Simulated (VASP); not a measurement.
The system is La.

```xyz
2
Lattice="3.7248 0.0000 0.0000 -1.8624 3.2258 0.0000 0.0000 0.0000 6.0293" Properties=species:S:1:pos:R:3 pbc="T T T"
La    1.8624    1.0753    4.5219
La    0.0000    2.1505    1.5073
```

Base run:

| Property | Result |
| --- | --- |
| Program | VASP 6.6.1 |
| Functional | r2SCAN |
| Potentials or basis | VASP PAW PBE potentials, release 64 (La) |
| Cutoff | 520 eV |
| k mesh | 8 × 8 × 5 |
| Occupations | fermi-dirac, width 0.05 eV |
| Spin | no spin polarisation |

Its results: band gap on the k mesh zero (band 11 reaches 9.52 eV, above the bottom of band 12 at 8.01 eV); pressure 1.5 GPa.

Problem. The run is repeated on the same cell with these changes: functional from r2SCAN to PBEsol; further incar settings from ALGO = Normal; EDIFF = 1e-06; NBANDS = 18 to ALGO = Fast; EDIFF = 1e-06; NBANDS = 18. What comes out?

Solution. Band gap on the k mesh zero (band 11 reaches 9.07 eV, above the bottom of band 12 at 7.73 eV); pressure -0.9 GPa.

Caveats: the PAW data sets were made with another functional, which shifts forces and pressure a little; spin-orbit coupling is left out, which moves the levels of the heavy elements.
